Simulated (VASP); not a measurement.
Write the native input for VASP 6.6.1 that does the following.

```yaml
Task: single point
Functional: PBE
Dispersion: D3(BJ)
Potentials_or_basis: VASP PAW PBE potentials, release 64 (O, H, F)
Cutoff: 520 eV
k_mesh: 1 × 1 × 1
Occupations: fermi-dirac, width 0.05 eV
Spin: no spin polarisation
Dipole_correction: no
Further_INCAR_settings: LREAL = Auto; ALGO = Normal; EDIFF = 1e-06; NBANDS = 55
```

The structure of H17O8F lies in POSCAR:

```
H17O8F
1.0
    6.6890930000     -0.1204760000      0.4876350000
   -0.1204760000      4.6355710000      0.3024810000
    0.4876350000      0.3024810000      5.5006500000
O H F
8 17 1
Direct
    0.3614955299      0.0852344282      1.1036768986
    0.2799434062      0.6733180462      0.4284991558
    0.7867737446      0.4860718155      0.9467270407
    0.5421675035      0.8335929232      0.7138927451
    1.0074562420      0.2530478579      0.4345826232
   -0.1753647150      0.8228238048      0.2886614137
    0.1781008595      0.5100058502      0.9517574664
    0.5991964919      0.2858756261      0.3854524235
    0.2684189997      0.2573794235      1.0444869453
    0.4409842443      0.0192639266      0.9522208605
    0.3554120810      0.7646452919      0.5443352981
    0.2715879899      0.8507300587      0.3041521478
    0.8084504656      0.6105852744      1.0859772596
    0.7178923364      0.3058195390      1.0286286113
    0.6172864306      0.9396820240      0.5385642739
    0.6278813548      0.6887490355      0.7643441372
    0.8896289924      0.3570898072      0.4058561960
    1.1175241699      0.3994802098      0.4417334184
   -0.0661966592      0.9605206187      0.1893122759
   -0.1105759539      0.7733487568      0.4415655241
    0.2305943553      0.7204878685      0.9442193615
    0.0678202952      0.5468435150      0.8629923149
    0.5456667872      0.4767786334      0.4165502801
    0.5073653392      0.2380572877      0.2499128460
   -0.0169097411      0.0806190732      0.6841664246
    0.0217833443     -0.0370371774      0.8420787946
```

These files were run (other wordings do the same):

INCAR

```
  PREC = Accurate
  ENCUT = 520
  EDIFF = 1E-6
  ISMEAR = -1
  SIGMA = 0.05
  LREAL = Auto
  LASPH = T
  NELM = 100
  ALGO = Normal
  ISIF = 2
  LWAVE = F
  LCHARG = T
  GGA = PE
  IVDW = 12
  LELF = T
  LVHAR = T
  NBANDS = 55
```

KPOINTS

```
Automatic mesh
0
Gamma
  1 1 1
```

Potentials or basis: VASP PAW PBE potentials, release 64 (O, H, F).

Command:

```sh
$ cat potpaw_PBE.64/O/POTCAR potpaw_PBE.64/H/POTCAR potpaw_PBE.64/F/POTCAR > POTCAR
$ mpirun -np 1 vasp_gam > vasp.out
```

It gave:

The pressure is 2.6 GPa, the largest force is 3.391 eV/Å and the band gap on the k mesh is 4.80 eV. The dispersion energy per atom is -0.053 eV.

Caveat: the k points lie up to 1.36 Å⁻¹ apart.

Wall time 12 s on 1 thread of Intel(R) Xeon(R) 6975P-C (Granite Rapids), on a shared host, peak memory 0.24 GiB.
